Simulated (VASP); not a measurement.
# Ca (Pm-3m) in VASP: notebook

Ca is run at these levels: PBEsol, r2SCAN; tasks: single point.

Everything below comes from runs of VASP 6.6.1. Logs are shortened: lines on timing, memory, paths and dates and some standing lists are left out, and cuts for length are marked.

## Step 1: The cell of the first run

Symmetry: Pm-3m, No. 221, cubic system. The conventional cell has a = 3.621 Å, b = 3.621 Å, c = 3.621 Å, α = 90.00°, β = 90.00°, γ = 90.00°. Within 4.8 Å of Ca (site symmetry m-3m) lie 6 Ca at 3.62 Å.

This isn't the form of Ca at room conditions, which is fcc.

## Step 2: Single point, PBEsol (strained)

File INCAR:

```
PREC = Accurate ; ENCUT = 520
EDIFF = 1E-6 ; ISMEAR = 0
SIGMA = 0.1 ; LREAL = False
LASPH = True ; NELM = 60
ALGO = Normal ; ISIF = 2
LWAVE = False ; LCHARG = True
GGA = PS ; LELF = True
LVHAR = True ; NBANDS = 11
```

File KPOINTS:

```
Automatic mesh
0
Gamma
  12 12 12
```

File POSCAR:

```
Ca
1.0
    3.6214346003      0.0000000000      0.0000000000
    0.0000000000      3.6214346003      0.0000000000
    0.0000000000      0.0000000000      3.6214346003
Ca
1
Direct
    0.0000000000      0.0000000000      0.0000000000
```

Potentials or basis: VASP PAW PBE potentials, release 64 (Ca_sv).

On the command line:

```sh
$ cat potpaw_PBE.64/Ca_sv/POTCAR > POTCAR
$ mpirun -np 1 vasp_std > vasp.out
```

OUTCAR:

```text
PREC = Accurate
   ENCUT = 520
   EDIFF = 1E-6
   ISMEAR = 0
   LREAL = False
   LASPH = True
   NELM = 60
   ISIF = 2
   GGA = PS

 ion  position               nearest neighbor table
   1  0.000  0.000  0.000-

  LATTYP: Found a simple cubic cell.
 ALAT       =     3.6214346003

  Lattice vectors:

 A1 = (   3.6214346003,   0.0000000000,   0.0000000000)
 A2 = (   0.0000000000,   3.6214346003,   0.0000000000)
 A3 = (   0.0000000000,   0.0000000000,   3.6214346003)

Analysis of symmetry for initial positions (statically):
=====================================================================
 Subroutine PRICEL returns:
 Original cell was already a primitive cell.

 Routine SETGRP: Setting up the symmetry group for a
 simple cubic supercell.

 Subroutine GETGRP returns: Found 48 space group operations
 (whereof 48 operations were pure point group operations)
 out of a pool of 48 trial point group operations.

The static configuration has the point symmetry O_h .

Analysis of symmetry for dynamics (positions and initial velocities):
=====================================================================
 Subroutine PRICEL returns:
 Original cell was already a primitive cell.

 Routine SETGRP: Setting up the symmetry group for a
 simple cubic supercell.

 Subroutine GETGRP returns: Found 48 space group operations
 (whereof 48 operations were pure point group operations)
 out of a pool of 48 trial point group operations.

The dynamic configuration has the point symmetry O_h .

 Subroutine INISYM returns: Found 48 space group operations
 (whereof 48 operations are pure point group operations),
 and found     1 'primitive' translations

----------------------------------------------------------------------------------------

                                     Primitive cell

  volume of cell :      47.4943

  direct lattice vectors                    reciprocal lattice vectors
     3.621434600  0.000000000  0.000000000     0.276133663  0.000000000  0.000000000
     0.000000000  3.621434600  0.000000000     0.000000000  0.276133663  0.000000000
     0.000000000  0.000000000  3.621434600     0.000000000  0.000000000  0.276133663

  length of vectors
     3.621434600  3.621434600  3.621434600     0.276133663  0.276133663  0.276133663

[... 81 lines left out ...]
   NSW    =      0    number of steps for IOM
   IBRION =     -1    ionic relax: 0-MD 1-quasi-New 2-CG
   NFREE  =      0    steps in history (QN), initial steepest desc. (CG)
   ISIF   =      2    stress and relaxation
   ISYM   =      2    0-nonsym 1-usesym 2-fastsym
   POTIM  = 0.5000    time-step for ionic-motion
   TEBEG  =    0.0;   TEEND  =   0.0 temperature during run
   PSTRESS=    0.0 pullay stress
   NELECT =      10.0000    total number of electrons
   NUPDOWN=      -1.0000    fix difference up-down
   EMIN   =  10.00;   EMAX   =-10.00  energy-range for DOS
   EFERMI =   0.00;   METHOD = LEGACY
   ISMEAR =     0;   SIGMA  =   0.10  broadening in eV -4-tet -1-fermi 0-gaus
   EFERMI_NEDOS =   21; number of points for ismear=-14 and -15
   IALGO  =     38    algorithm
   IMIX   =      4    mixing-type and parameters
     AMIX     =   0.40;   BMIX     =  1.00
     AMIX_MAG =   1.60;   BMIX_MAG =  1.00
  volume/ion in A,a.u.               =      47.49       320.51
  Fermi-wavevector in a.u.,A,eV,Ry     =   0.973929  1.840460 12.905652  0.948539
  Thomas-Fermi vector in A             =   2.104348
   LORBIT       =      0    0 simple, 1 ext, 2 COOP (PROOUT), +10 PAW based schemes
   GGA     = PS    functional components
   LHFCALC =     F    Hartree Fock is set to
   AEXX    =    0.0000 exact exchange contribution
   IVDW    =     0    specifies the selected vdW correction
   LEPSILON=     F    determine dielectric tensor
   LRPA    =     F    only Hartree local field effects (RPA)
 non-spin polarized calculation
 Gauss-broadening in eV      SIGMA  =   0.10
  energy-cutoff  :      520.00
  volume of cell :       47.49
 maximum number of plane-waves:      1328
 NGX is ok and might be reduce to    28
   NGX = 13   NGY = 13   NGZ = 13

 number of electron      10.0000005 magnetization

 Free energy of the ion-electron system (eV)
  ---------------------------------------------------
  ext. energy  EPLUGINS =         0.00000000
  ---------------------------------------------------
  free energy    TOTEN  =        -1.71555892 eV

  energy without entropy =       -1.70912377  energy(sigma->0) =       -1.71234134

 E-fermi :   1.3791     XC(G=0):  -7.4244

 val. band max:        1.3755756133   @ k =   0.4167   0.0833   0.0833
 cond. band min:       1.3988409240   @ k =   0.5000   0.3333   0.2500
 fundamental gap:      0.0232653107
 Fermi energy:         1.3790763279

 k-point     1 :       0.0000    0.0000    0.0000
  band No.  band energies     occupation
      1     -40.8517      2.00000
      2     -21.8330      2.00000
      3     -21.8330      2.00000
      4     -21.8330      2.00000
      5      -2.3476      2.00000
      6       2.1782      0.00000
      7       2.1782      0.00000
      8       5.1449      0.00000
      9       5.1449      0.00000
     10       5.1449      0.00000
     11       9.3285      0.00000
[... 309 lines left out ...]
 k-point    24 :       0.4167    0.3333    0.0000
  band No.  band energies     occupation
      1     -40.8309      2.00000
      2     -21.9653      2.00000
      3     -21.9345      2.00000
      4     -21.8111      2.00000
      5       0.6976      2.00000
      6       1.7646      0.00000
      7       3.1282      0.00000
      8       3.5377      0.00000
      9       4.2936      0.00000
     10       4.5013      0.00000
     11       6.1718      0.00000

 [... further k-points ...]

------------------------ aborting loop because EDIFF is reached ----------------------------------------

  FORCE on cell =-STRESS in cart. coord.  units (eV):
  Direction    XX          YY          ZZ          XY          YZ          ZX
  --------------------------------------------------------------------------------------
  -------------------------------------------------------------------------------------
  Total       -0.3952231     -0.3952231     -0.3952231     -0.0000000      0.0000000     -0.0000000
  in kB      -13.3324810    -13.3324810    -13.3324810     -0.0000000      0.0000000     -0.0000000
  external PRESSURE =     -13.3324810 kB  Pullay stress =       0.0000000 kB

 VOLUME and BASIS-vectors are now :
 -----------------------------------------------------------------------------
  energy-cutoff  :      520.00
  volume of cell :       47.49
      direct lattice vectors                 reciprocal lattice vectors
     3.621434600  0.000000000  0.000000000     0.276133663  0.000000000  0.000000000
     0.000000000  3.621434600  0.000000000     0.000000000  0.276133663  0.000000000
     0.000000000  0.000000000  3.621434600     0.000000000  0.000000000  0.276133663

 POSITION                                       TOTAL-FORCE (eV/Angst)
 -----------------------------------------------------------------------------------
      0.00000      0.00000      0.00000         0.000000      0.000000      0.000000
 -----------------------------------------------------------------------------------
    total drift:                               -0.000000      0.000000     -0.000000

  FREE ENERGIE OF THE ION-ELECTRON SYSTEM (eV)
  ---------------------------------------------------
  free  energy   TOTEN  =        -1.7155589161 eV

  energy  without entropy=       -1.7091237653  energy(sigma->0) =       -1.71234134
```

OSZICAR:

```text
N       E                     dE             d eps       ncg     rms          rms(c)
DAV:   1     0.669746472914E+02    0.66975E+02   -0.49054E+03  1848   0.801E+02
DAV:   2    -0.445896895933E-01   -0.67019E+02   -0.66387E+02  2055   0.206E+02
DAV:   3    -0.165631773118E+01   -0.16117E+01   -0.15933E+01  2840   0.309E+01
DAV:   4    -0.172129340081E+01   -0.64976E-01   -0.64717E-01  2356   0.474E+00
DAV:   5    -0.172259765562E+01   -0.13043E-02   -0.13040E-02  2711   0.585E-01    0.233E+00
DAV:   6    -0.171839158019E+01    0.42061E-02   -0.69489E-03  2171   0.101E+00    0.140E+00
DAV:   7    -0.171567514336E+01    0.27164E-02   -0.13892E-02  1902   0.145E+00    0.110E-01
DAV:   8    -0.171555532444E+01    0.11982E-03   -0.12817E-03  2081   0.274E-01    0.274E-02
DAV:   9    -0.171555871970E+01   -0.33953E-05   -0.12168E-04  2599   0.103E-01    0.406E-03
DAV:  10    -0.171555891609E+01   -0.19639E-06   -0.47398E-06  2216   0.142E-02
   1 F= -.17155589E+01 E0= -.17123413E+01  d E =-.643515E-02
```

stdout:

```text
POSCAR found type information on POSCAR Ca
 POSCAR found :  1 types and       1 ions
 scaLAPACK will be used
 -----------------------------------------------------------------------------
|                                                                             |
|                                                                             |
|     You enforced a specific xc type in the INCAR file but a different       |
|     I HOPE YOU KNOW WHAT YOU ARE DOING!                                     |
|                                                                             |
 -----------------------------------------------------------------------------

 LDA part: xc-table for (Slater+PW92), standard interpolation
 POSCAR, INCAR and KPOINTS ok, starting setup
 FFT: planning ... GRIDC
 FFT: planning ... GRID_SOFT
 FFT: planning ... GRID
 WAVECAR not read
 entering main loop
```

It took 44 s on 1 thread of Intel Xeon 8259CL, shared host; peak memory 0.18 GiB.

What came out:

```
Free energy            : -1.7156 eV
Pressure               : -1.3 GPa
Band gap on the k mesh : zero (bands 5 and 6 overlap by 1.24 eV)
```

Caveat: the cell differs from its parent crystal (strained); the PAW data sets were made with another functional, which shifts forces and pressure a little.

(Continued in part 2 of 3.)

The gap in the log of VASP goes by the Fermi energy; the results here count the filled bands.